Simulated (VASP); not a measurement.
Here is a VASP 6.6.1 calculation.

The input INCAR:

```
SYSTEM = Pt2C3
ALGO = Normal
EDIFF = 1E-6
EDIFFG = -0.04
ENCUT = 600
GGA = PE
IBRION = 2
ISIF = 3
ISMEAR = 0
LASPH = .TRUE.
LCHARG = .FALSE.
LREAL = .FALSE.
LWAVE = .FALSE.
NELM = 60
NSW = 90
PREC = Accurate
SIGMA = 0.1
```

Contents of KPOINTS:

```
k-points
0
G
  6 6 4
  0 0 0
```

File POSCAR:

```
Pt2C3
1.0
    3.3782535096      0.0000000000      0.0000000000
   -1.6891267548      2.9256533597      0.0000000000
    0.0000000000      0.0000000000      5.2560137091
Pt C
2 3
Direct
    0.3333333333      0.6666666667      0.2450000000
    0.6666666667      0.3333333333      0.7550000000
    0.0000000000      0.0000000000      0.0000000000
    0.3333333333      0.6666666667      0.6450000000
    0.6666666667      0.3333333333      0.3550000000
```

Potentials or basis: VASP PAW PBE potentials, release 64 (Pt, C).

Command:

```console
$ cat potpaw_PBE.64/Pt/POTCAR potpaw_PBE.64/C/POTCAR > POTCAR
$ mpirun -np 1 vasp_std > vasp.out
```

Task: Predict the space group after relaxing (to 0.1 Å).

Result: P-3m1 (No. 164).

Task: Predict the band gap on the k mesh.

Result: Zero (bands 16 and 17 overlap by 0.65 eV).

Forces on the atoms (eV/Å):
```
Pt   0.000  0.000 -0.009
Pt   0.000  0.000  0.009
C    0.000  0.000  0.000
C    0.000  0.000 -0.006
C    0.000  0.000  0.006
```

Caveat: spin-orbit coupling is left out, which moves the levels of the heavy elements.
